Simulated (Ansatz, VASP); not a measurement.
**One calculation of CdS, two programs**

Contents of INCAR:

```
ALGO = Normal ; EDIFF = 1E-6
EDIFFG = -0.01 ; ENCUT = 600
GGA = PE ; IBRION = 2
ISIF = 3 ; ISMEAR = 0
LASPH = T ; LCHARG = F
LREAL = F ; LWAVE = F
NELM = 60 ; NSW = 100
PREC = Accurate ; SIGMA = 0.01
```

KPOINTS

```
k-points
0
Gamma
  6 6 6
```

File POSCAR:

```
CdS
1.0
    0.0000000000      2.9165000000      2.9165000000
    2.9165000000      0.0000000000      2.9165000000
    2.9165000000      2.9165000000      0.0000000000
Cd S
1 1
Direct
    0.0000000000      0.0000000000      0.0000000000
    0.2500000000      0.2500000000      0.2500000000
```

Input for Ansatz:

```yaml
crystal:
  lattice:
    - [0.0, 2.9165, 2.9165]
    - [2.9165, 0.0, 2.9165]
    - [2.9165, 2.9165, 0.0]
  atoms:
    - { symbol: Cd, position: [0.0, 0.0, 0.0] }
    - { symbol: S, position: [0.25, 0.25, 0.25] }
basis:
  ecutwfc: 571.4391111657479
kpoints:
  mp_grid:
    grid: [6, 6, 6]
hamiltonian:
  xc: pbe
  dispersion: none
scf:
  occupations:
    method: fixed
relax:
  max_steps: 100
  cell: {}
```

Alike in both runs: task relaxation of cell and atoms; functional PBE; k mesh 6 × 6 × 6; no spin polarisation.

|  | VASP | Ansatz |
| --- | --- | --- |
| version | VASP 6.6.1 | Ansatz 0.2.0 |
| potentials or method | VASP PAW PBE potentials, release 64 (Cd, S), cutoff 600 eV | plane waves, PAW |
| occupations | gaussian, width 0.01 eV | fixed |
| valence electrons in the cell | 18 | 26 |

```tsv
	VASP	Ansatz	Ansatz less VASP
relaxed volume (Å³/atom)	26.15	26.02	-0.130
relaxed cell length with the largest relative difference (Å)	4.198	4.191	-0.0070
```

VASP's potentials hold 18 valence electrons a cell and Ansatz's 26, so a difference there can come from the potentials and not from the codes.
